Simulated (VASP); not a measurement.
A run of VASP 6.6.1:

The input INCAR:

```
PREC = Accurate
ENCUT = 520
EDIFF = 1E-6
ISMEAR = -1
SIGMA = 0.08
LREAL = F
LASPH = T
NELM = 80
ALGO = Normal
ISIF = 2
LWAVE = F
LCHARG = T
GGA = CA
LELF = T
LVHAR = T
NBANDS = 13
```

Contents of KPOINTS:

```
Automatic mesh
0
Gamma
  17 17 17
```

POSCAR

```
Ge
1.0
    2.2403984662      0.0000000000      0.0000000000
    0.0000000000      2.2403984662      0.0000000000
    0.0000000000      0.0000000000      2.2403984662
Ge
1
Direct
    0.0000000000      0.0000000000      0.0000000000
```

Potentials or basis: VASP PAW LDA potentials, release 64 (Ge_d).

Command:

```console
$ cat potpaw_LDA.64/Ge_d/POTCAR > POTCAR
$ mpirun -np 1 vasp_std > vasp.out
```

Hardware: 1 thread of Intel(R) Xeon(R) Platinum 8488C (Sapphire Rapids), with other jobs on the host.

Problem. How long does it take, and how much memory?

Solution. It took 12 s on 1 thread of Intel(R) Xeon(R) Platinum 8488C (Sapphire Rapids) (shared host), peak memory 0.13 GiB. Counts: scf iterations 11, k points 165.
